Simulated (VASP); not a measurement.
A run of VASP 6.6.1 is set up as follows.

File INCAR:

```
SYSTEM = Ba
  ALGO = Normal
  EDIFF = 1E-6
  ENCUT = 500
  GGA_COMPAT = .FALSE.
  ISIF = 2
  ISMEAR = -1
  LASPH = .TRUE.
  LCHARG = .FALSE.
  LREAL = .FALSE.
  LWAVE = .FALSE.
  NBANDS = 11
  NELM = 120
  PREC = Accurate
  SIGMA = 0.05
```

The input KPOINTS:

```
k-points
0
G
  12 12 12
  0 0 0
```

Contents of POSCAR:

```
Ba
1.0
   -2.2380084395      2.2380084395      2.2380084395
    2.2380084395     -2.2380084395      2.2380084395
    2.2380084395      2.2380084395     -2.2380084395
Ba
1
Direct
    0.0000000000      0.0000000000      0.0000000000
```

Potentials or basis: VASP PAW LDA potentials, release 64 (Ba_sv).

Run with:

```console
$ cat potpaw_LDA.64/Ba_sv/POTCAR > POTCAR
$ mpirun -np 1 vasp_std > vasp.out
```

Question: Predict the pressure.

Answer: 2.6 GPa.

Question: Predict the band gap on the k mesh.

Answer: Zero (band 5 reaches 3.69 eV, above the bottom of band 6 at 1.58 eV).

Caveat: spin-orbit coupling is left out, which moves the levels of the heavy elements.
